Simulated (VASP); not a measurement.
# Re: single point with RPBE

The system is Re.

```
Re
1.0
     4.21246    0.00000    0.00000
    -2.10623    3.64809    0.00000
     0.00000    0.00000    2.63997
Re
3
Direct
  0.00000 0.00000 0.00000
  0.33333 0.66667 0.50000
  0.66667 0.33333 0.50000
```

This isn't the form of Re at room conditions, which is hcp.

```json
{"Program": "VASP 6.6.1", "Task": "single point", "Functional": "RPBE", "Potentials or basis": "VASP PAW PBE potentials, release 64 (Re)", "Cutoff": "520 eV", "k mesh": "9 × 9 × 13", "Occupations": "fermi-dirac, width 0.1 eV", "Spin": "no spin polarisation", "Dipole correction": "no", "Further INCAR settings": "ALGO = Normal; EDIFF = 1e-06; NBANDS = 18"}
```

```
Pressure               : 56.8 GPa
Band gap on the k mesh : zero (an odd number of electrons rules out a gap without spin polarisation)
```

Stress tensor (GPa, compression positive):
```
58.95  0.00  0.00
 0.00 58.95  0.00
 0.00  0.00 52.58
```

Levels at points of the mesh, in eV from the Fermi level:
| k point | band 7 | band 8 | band 9 | band 10 | band 11 | band 12 | band 13 | band 14 |
| --- | --- | --- | --- | --- | --- | --- | --- | --- |
| (0.00, 0.00, 0.00) | -3.14 | -2.18 | -0.96 | -0.96 | -0.04 | -0.04 | 0.03 | 0.03 |

It took 70 s on 1 thread of Intel Xeon 8259CL, on a shared host, peak memory 0.19 GiB.

Caveat: the stress differs along the axes, from 53 to 59 GPa; the PAW data sets were made with another functional, which shifts forces and pressure a little; spin-orbit coupling is left out, which moves the levels of the heavy elements.
